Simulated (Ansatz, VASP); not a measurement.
# AlN in VASP and in Ansatz

```xyz
4
Lattice="3.1136 0.0000 0.0000 -1.5568 2.6964 0.0000 0.0000 0.0000 4.9831" Properties=species:S:1:pos:R:3 pbc="T T T"
Al    0.0000    1.7976   -0.1323
Al    1.5568    0.8988    2.3592
N     0.0000    1.7976    2.0359
N     1.5568    0.8988    4.5274
```

Change from the starting cell: polar distortion scaled by 0.55.

Alike in both runs: task single point; functional LDA; k mesh 9 × 9 × 6; no spin polarisation.

|  | VASP | Ansatz |
| --- | --- | --- |
| version | VASP 6.6.1 | Ansatz 0.2.0 |
| potentials or method | VASP PAW LDA potentials, release 64 (Al, N), cutoff 520 eV | scalar-relativistic, plane waves, PAW |
| occupations | gaussian, width 0.01 eV | fixed |
| valence electrons in the cell | 16 | 16 |

```tsv
	VASP	Ansatz	Ansatz less VASP
gap on the k mesh at the Fermi level (eV)	3.36	3.35	-0.010
least direct gap on the mesh (eV)	3.36	3.35	-0.010
pressure (GPa)	-0.4	-1.0	-0.65
traceless stress, the component that is largest in VASP (GPa)	-14.03	-13.43	+0.602
rms of the force components (eV/Å)	0.782	0.768	-0.0144
```

Ansatz warns that its potentials were made for another functional, while VASP's fit it. LDA's correlation is that of Perdew and Zunger in VASP and of Perdew and Wang (1992) in Ansatz. Atom by atom the forces differ by 0.014 eV/Å (rms over components).
